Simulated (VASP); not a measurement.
A run of VASP 6.6.1:

File INCAR:

```
PREC = Accurate ; ENCUT = 600
EDIFF = 1E-6 ; ISMEAR = 0
SIGMA = 0.1 ; LREAL = False
LASPH = True ; NELM = 150
ALGO = Normal ; ISIF = 3
LWAVE = False ; LCHARG = False
ISPIN = 2 ; MAGMOM = 0 1.05 1.05 1.05 1.05 1.05
LORBIT = 11 ; GGA = PE
IBRION = 2 ; NSW = 90
EDIFFG = -0.04
```

Contents of KPOINTS:

```
Automatic mesh
0
Gamma
  6 6 6
```

The input POSCAR:

```
CdO5
1.0
    0.0000000000      3.1343448969      3.1343448969
    3.1343448969      0.0000000000      3.1343448969
    3.1343448969      3.1343448969      0.0000000000
Cd O
1 5
Direct
    0.0000000000      0.0000000000      0.0000000000
    0.2500000000      0.2500000000      0.2500000000
    0.6232666641      0.6232666641      0.6232666641
    0.1302000078      0.6232666641      0.6232666641
    0.6232666641      0.6232666641      0.1302000078
    0.6232666641      0.1302000078      0.6232666641
```

Potentials or basis: VASP PAW PBE potentials, release 64 (Cd, O).

Command:

```bash
$ cat potpaw_PBE.64/Cd/POTCAR potpaw_PBE.64/O/POTCAR > POTCAR
$ mpirun -np 1 vasp_std > vasp.out
```

Hardware: 1 thread of Intel(R) Xeon(R) 6975P-C (Granite Rapids), with other jobs on the host.

Problem. How long does it take, and how much memory?

Solution. Wall time 75 s on 1 thread of Intel(R) Xeon(R) 6975P-C (Granite Rapids), with other jobs on the host, peak memory 0.26 GiB. Counts: scf iterations 26, k points 16, ion steps 2.
